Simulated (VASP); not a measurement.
# Ga (C2/c) in VASP: single point with PBE

Aim: the single point of Ga with PBE.

Everything below comes from runs of VASP 6.6.1. Logs are shortened: lines on timing, memory, paths and dates and some standing lists are left out, and cuts for length are marked.

**1. The cell of the first run**

Symmetry: C2/c, No. 15, monoclinic system. Conventional cell: a = 2.766 Å, b = 8.053 Å, c = 3.332 Å, α = 90.00°, β = 92.02°, γ = 90.00°. Ga (site symmetry 2) has 10 Ga at 2.69 to 3.33 Å within 3.5 Å.

**2. Single point, PBE**

INCAR reads:

```
ALGO = Normal
EDIFF = 1E-7
ENCUT = 520
GGA = PE
ISIF = 2
ISMEAR = 0
LASPH = True
LCHARG = True
LELF = True
LREAL = False
LVHAR = True
LWAVE = False
NBANDS = 20
NELM = 100
PREC = Accurate
SIGMA = 0.1
```

KPOINTS reads:

```
k-points
0
Gamma
  8 8 6
```

POSCAR reads:

```
Ga
1.0
    1.3830000000     -4.0265000000      0.0000000000
    1.3830000000      4.0265000000      0.0000000000
   -0.1174500000      0.0000000000      3.3299300000
Ga
2
Direct
    0.8690000000      0.1310000000      0.2500000000
    0.1310000000      0.8690000000      0.7500000000
```

Potentials or basis: VASP PAW PBE potentials, release 64 (Ga_d).

Run with:

```bash
$ cat potpaw_PBE.64/Ga_d/POTCAR > POTCAR
$ mpirun -np 1 vasp_std > vasp.out
```

OUTCAR:

```text
EDIFF = 1E-7
   ENCUT = 520
   GGA = PE
   ISIF = 2
   ISMEAR = 0
   LASPH = True
   LREAL = False
   NELM = 100
   PREC = Accurate

 ion  position               nearest neighbor table
   1  0.869  0.131  0.250-   2 2.69   2 2.69   2 2.86   2 2.86   2 2.92   2 2.92
   2  0.131  0.869  0.750-   1 2.69   1 2.69   1 2.86   1 2.86   1 2.92   1 2.92

  LATTYP: Found a base centered monoclinic cell.
 ALAT       =     2.7660000000
 B/A-ratio  =     2.9114244396
 C/A-ratio  =     1.2046278548
 COS(beta)  =    -0.0352490928

  Lattice vectors:

 A1 = (   1.3830000000,  -4.0265000000,   0.0000000000)
 A2 = (   1.3830000000,   4.0265000000,   0.0000000000)
 A3 = (  -0.1174500000,   0.0000000000,   3.3299300000)

Analysis of symmetry for initial positions (statically):
=====================================================================
 Subroutine PRICEL returns:
 Original cell was already a primitive cell.

 Routine SETGRP: Setting up the symmetry group for a
 base centered monoclinic supercell.

 Subroutine GETGRP returns: Found  4 space group operations
 (whereof  2 operations were pure point group operations)
 out of a pool of  4 trial point group operations.

The static configuration has the point symmetry S_2 .
 The point group associated with its full space group is C_2h.

Analysis of symmetry for dynamics (positions and initial velocities):
=====================================================================
 Subroutine PRICEL returns:
 Original cell was already a primitive cell.

 Routine SETGRP: Setting up the symmetry group for a
 base centered monoclinic supercell.

 Subroutine GETGRP returns: Found  4 space group operations
 (whereof  2 operations were pure point group operations)
 out of a pool of  4 trial point group operations.

The dynamic configuration has the point symmetry S_2 .
 The point group associated with its full space group is C_2h.

 Subroutine INISYM returns: Found  4 space group operations
 (whereof  2 operations are pure point group operations),
 and found     1 'primitive' translations

----------------------------------------------------------------------------------------

                                     Primitive cell

  volume of cell :      37.0864

  direct lattice vectors                    reciprocal lattice vectors
     1.383000000 -4.026500000  0.000000000     0.361532899 -0.124177325  0.012751631
     1.383000000  4.026500000  0.000000000     0.361532899  0.124177325  0.012751631
    -0.117450000  0.000000000  3.329930000     0.000000000  0.000000000  0.300306613

  length of vectors
     4.257392541  4.257392541  3.332000646     0.382476992  0.382476992  0.300306613

  position of ions in fractional coordinates (direct lattice)
     0.869000000  0.131000000  0.250000000
     0.131000000  0.869000000  0.750000000

  ion indices of the primitive-cell ions
   primitive index   ion index
                 1           1
                 2           2

----------------------------------------------------------------------------------------

 KPOINTS: k-points

Automatic generation of k-mesh.
 Grid dimensions read from file:
 generate k-points for:    8    8    6

 Generating k-lattice:

  Cartesian coordinates                     Fractional coordinates (reciprocal lattice)
     0.045191612 -0.015522166  0.001593954     0.125000000  0.000000000 -0.000000000
     0.045191612  0.015522166  0.001593954     0.000000000  0.125000000 -0.000000000
     0.000000000  0.000000000  0.050051102     0.000000000  0.000000000  0.166666667

  Length of vectors
     0.047809624  0.047809624  0.050051102

  Shift w.r.t. Gamma in fractional coordinates (k-lattice)
     0.000000000  0.000000000  0.000000000

 Subroutine IBZKPT returns following result:
 ===========================================

 Found    114 irreducible k-points:

 Following reciprocal coordinates:
            Coordinates               Weight
  0.000000  0.000000  0.000000      1.000000
  0.125000 -0.000000  0.000000      4.000000
  0.250000 -0.000000  0.000000      4.000000
  0.375000  0.000000  0.000000      4.000000
  0.500000 -0.000000  0.000000      2.000000
  0.125000  0.125000  0.000000      2.000000
[... 16 lines left out ...]
  0.125000 -0.000000  0.166667      4.000000
  0.250000 -0.000000  0.166667      4.000000
 [... further k-points ...]
   k-points           NKPTS =    114   k-points in BZ     NKDIM =    114   number of bands    NBANDS=     20
   number of dos      NEDOS =    301   number of ions     NIONS =      2
   total plane-waves  NPLWV =  28672
   dimension x,y,z NGX =    32 NGY =   32 NGZ =   28
   dimension x,y,z NGXF=    64 NGYF=   64 NGZF=   56
   ions per type =               2
   NGX,Y,Z   is equivalent  to a cutoff of  12.50, 12.50, 13.97 a.u.
   NGXF,Y,Z  is equivalent  to a cutoff of  24.99, 24.99, 27.94 a.u.
 SYSTEM =  unknown system
   PREC   = accura    normal or accurate (medium, high low for compatibility)
   ISTART =      0    job   : 0-new  1-cont  2-samecut
   ICHARG =      2    charge: 1-file 2-atom 10-const
   ISPIN  =      1    spin polarized calculation?
   LNONCOLLINEAR =      F non collinear calculations
   LSORBIT =      F    spin-orbit coupling
   LASPH  =      T    aspherical Exc in radial PAW
   ENCUT  =  520.0 eV  38.22 Ry    6.18 a.u.   7.92  7.92  6.20*2*pi/ulx,y,z
   NELM   =    100;   NELMIN=  2; NELMDL= -5     # of ELM steps
   EDIFF  = 0.1E-06   stopping-criterion for ELM
   LREAL  =      F    real-space projection
   EDIFFG = 0.1E-05   stopping-criterion for IOM
   NSW    =      0    number of steps for IOM
   IBRION =     -1    ionic relax: 0-MD 1-quasi-New 2-CG
   NFREE  =      0    steps in history (QN), initial steepest desc. (CG)
   ISIF   =      2    stress and relaxation
   ISYM   =      2    0-nonsym 1-usesym 2-fastsym
   POTIM  = 0.5000    time-step for ionic-motion
   TEBEG  =    0.0;   TEEND  =   0.0 temperature during run
   PSTRESS=    0.0 pullay stress
   NELECT =      26.0000    total number of electrons
   NUPDOWN=      -1.0000    fix difference up-down
   EMIN   =  10.00;   EMAX   =-10.00  energy-range for DOS
   EFERMI =   0.00;   METHOD = LEGACY
   ISMEAR =     0;   SIGMA  =   0.10  broadening in eV -4-tet -1-fermi 0-gaus
   EFERMI_NEDOS =   21; number of points for ismear=-14 and -15
   IALGO  =     38    algorithm
   IMIX   =      4    mixing-type and parameters
     AMIX     =   0.40;   BMIX     =  1.00
     AMIX_MAG =   1.60;   BMIX_MAG =  1.00
  volume/ion in A,a.u.               =      18.54       125.14
  Fermi-wavevector in a.u.,A,eV,Ry     =   1.454323  2.748272 28.777086  2.115056
  Thomas-Fermi vector in A             =   2.571487
   LORBIT       =      0    0 simple, 1 ext, 2 COOP (PROOUT), +10 PAW based schemes
   GGA     = PE    functional components
   LHFCALC =     F    Hartree Fock is set to
   AEXX    =    0.0000 exact exchange contribution
   IVDW    =     0    specifies the selected vdW correction
   LEPSILON=     F    determine dielectric tensor
   LRPA    =     F    only Hartree local field effects (RPA)
 non-spin polarized calculation
 Gauss-broadening in eV      SIGMA  =   0.10
  energy-cutoff  :      520.00
  volume of cell :       37.09
 maximum number of plane-waves:      1010
   NGX = 15   NGY = 15   NGZ = 13

 number of electron      26.0000006 magnetization

 Free energy of the ion-electron system (eV)
  ---------------------------------------------------
  ext. energy  EPLUGINS =         0.00000000
  ---------------------------------------------------
  free energy    TOTEN  =        -5.77881093 eV

  energy without entropy =       -5.77443583  energy(sigma->0) =       -5.77662338

 E-fermi :   5.6193     XC(G=0): -11.0565

 val. band max:        5.5637902119   @ k =  -0.3750   0.2500   0.1667
 cond. band min:       5.6304032929   @ k =  -0.2500   0.3750   0.3333
 fundamental gap:      0.0666130810
 Fermi energy:         5.6193208402

 k-point     1 :       0.0000    0.0000    0.0000
  band No.  band energies     occupation
      1      -9.4992      2.00000
      2      -9.4921      2.00000
      3      -9.4566      2.00000
      4      -9.4306      2.00000
      5      -9.1588      2.00000
      6      -9.1562      2.00000
[... 12 lines left out ...]
     19      16.3828      0.00000
     20      18.7555      0.00000

 k-point     2 :       0.1250   -0.0000    0.0000
  band No.  band energies     occupation
      1      -9.4870      2.00000
      2      -9.4677      2.00000
      3      -9.4229      2.00000
      4      -9.3731      2.00000
      5      -9.1870      2.00000
      6      -9.1840      2.00000
[... 12 lines left out ...]
     19      16.7902      0.00000
     20      19.8580      0.00000

 k-point     3 :       0.2500   -0.0000    0.0000
  band No.  band energies     occupation
      1      -9.4590      2.00000
      2      -9.4225      2.00000
      3      -9.3482      2.00000
      4      -9.2902      2.00000
      5      -9.2560      2.00000
      6      -9.1986      2.00000
[... 12 lines left out ...]
     19      17.0658      0.00000
     20      20.4355      0.00000

 k-point     4 :       0.3750    0.0000    0.0000
  band No.  band energies     occupation
      1      -9.4352      2.00000
      2      -9.4021      2.00000
      3      -9.3379      2.00000
      4      -9.3267      2.00000
      5      -9.3086      2.00000
      6      -9.2054      2.00000
[... 12 lines left out ...]
     19      16.8449      0.00000
     20      18.0656      0.00000

 k-point     5 :       0.5000   -0.0000    0.0000
  band No.  band energies     occupation
      1      -9.4258      2.00000
      2      -9.4191      2.00000
      3      -9.3634      2.00000
      4      -9.3200      2.00000
      5      -9.3189      2.00000
      6      -9.2074      2.00000
[... 12 lines left out ...]
     19      16.4683      0.00000
     20      17.0367      0.00000

 k-point     6 :       0.1250    0.1250    0.0000
  band No.  band energies     occupation
      1      -9.4723      2.00000
      2      -9.4317      2.00000
      3      -9.3396      2.00000
      4      -9.2778      2.00000
      5      -9.2323      2.00000
      6      -9.2209      2.00000
[... 12 lines left out ...]
     19      17.7333      0.00000
     20      20.1719      0.00000

 k-point     7 :       0.2500    0.1250    0.0000
  band No.  band energies     occupation
      1      -9.4549      2.00000
      2      -9.3953      2.00000
      3      -9.3678      2.00000
      4      -9.2928      2.00000
      5      -9.2742      2.00000
      6      -9.2383      2.00000
[... 12 lines left out ...]
     19      17.7099      0.00000
     20      18.9427      0.00000
[... 277 lines left out ...]
 k-point    20 :      -0.3750    0.3750    0.0000
  band No.  band energies     occupation
      1      -9.5534      2.00000
      2      -9.3848      2.00000
      3      -9.3617      2.00000
      4      -9.3213      2.00000
      5      -9.2323      2.00000
      6      -9.2090      2.00000
[... 12 lines left out ...]
     19      16.9562      0.00000
     20      19.8842      0.00000

 k-point    21 :       0.5000    0.5000    0.0000
  band No.  band energies     occupation
      1      -9.5609      2.00000
      2      -9.3680      2.00000
      3      -9.3060      2.00000
      4      -9.2664      2.00000
      5      -9.2647      2.00000
      6      -9.2430      2.00000
[... 12 lines left out ...]
     19      16.6808      0.00000
     20      16.9300      0.00000

 k-point    22 :       0.0000    0.0000    0.1667
  band No.  band energies     occupation
      1      -9.5136      2.00000
      2      -9.4561      2.00000
      3      -9.4499      2.00000
      4      -9.3917      2.00000
      5      -9.2000      2.00000
      6      -9.1970      2.00000
[... 12 lines left out ...]
     19      16.3435      0.00000
     20      18.8964      0.00000

 k-point    23 :       0.1250   -0.0000    0.1667
  band No.  band energies     occupation
      1      -9.4899      2.00000
      2      -9.4287      2.00000
      3      -9.4146      2.00000
      4      -9.3541      2.00000
      5      -9.2391      2.00000
      6      -9.2050      2.00000
[... 12 lines left out ...]
     19      14.9966      0.00000
     20      21.8956      0.00000

 k-point    24 :       0.2500   -0.0000    0.1667
  band No.  band energies     occupation
      1      -9.4587      2.00000
      2      -9.3841      2.00000
      3      -9.3471      2.00000
      4      -9.3137      2.00000
      5      -9.2652      2.00000
      6      -9.2069      2.00000
[... 12 lines left out ...]
     19      16.5942      0.00000
     20      18.2191      0.00000

 [... further k-points ...]

------------------------ aborting loop because EDIFF is reached ----------------------------------------

  FORCE on cell =-STRESS in cart. coord.  units (eV):
  Direction    XX          YY          ZZ          XY          YZ          ZX
  --------------------------------------------------------------------------------------
  -------------------------------------------------------------------------------------
  Total        0.0398804      0.6810963      0.6829960      0.0000000      0.0000000     -0.0862506
  in kB        1.7228785     29.4241635     29.5062317      0.0000000      0.0000000     -3.7261263
  external PRESSURE =      20.2177579 kB  Pullay stress =       0.0000000 kB

 VOLUME and BASIS-vectors are now :
 -----------------------------------------------------------------------------
  energy-cutoff  :      520.00
  volume of cell :       37.09
      direct lattice vectors                 reciprocal lattice vectors
     1.383000000 -4.026500000  0.000000000     0.361532899 -0.124177325  0.012751631
     1.383000000  4.026500000  0.000000000     0.361532899  0.124177325  0.012751631
    -0.117450000  0.000000000  3.329930000     0.000000000  0.000000000  0.300306613

 POSITION                                       TOTAL-FORCE (eV/Angst)
 -----------------------------------------------------------------------------------
      1.35364     -2.97156      0.83248         0.000000      0.215586     -0.000000
      1.29491      2.97156      2.49745        -0.000000     -0.215586      0.000000
 -----------------------------------------------------------------------------------
    total drift:                                0.000000      0.000000     -0.000000

  FREE ENERGIE OF THE ION-ELECTRON SYSTEM (eV)
  ---------------------------------------------------
  free  energy   TOTEN  =        -5.7788109314 eV

  energy  without entropy=       -5.7744358294  energy(sigma->0) =       -5.77662338
```

It took 48 s on 1 thread of Intel Xeon 6975P-C (Granite Rapids), shared host; peak memory 0.21 GiB.

What came out:

```
Free energy            : -5.7788 eV
Pressure               : 2.0 GPa
Largest force          : 0.216 eV/Å
Band gap on the k mesh : zero (band 13 reaches 9.66 eV, above the bottom of band 14 at 1.27 eV)
```

Forces on the atoms (eV/Å):
```
Ga   0.000  0.216  0.000
Ga   0.000 -0.216  0.000
```
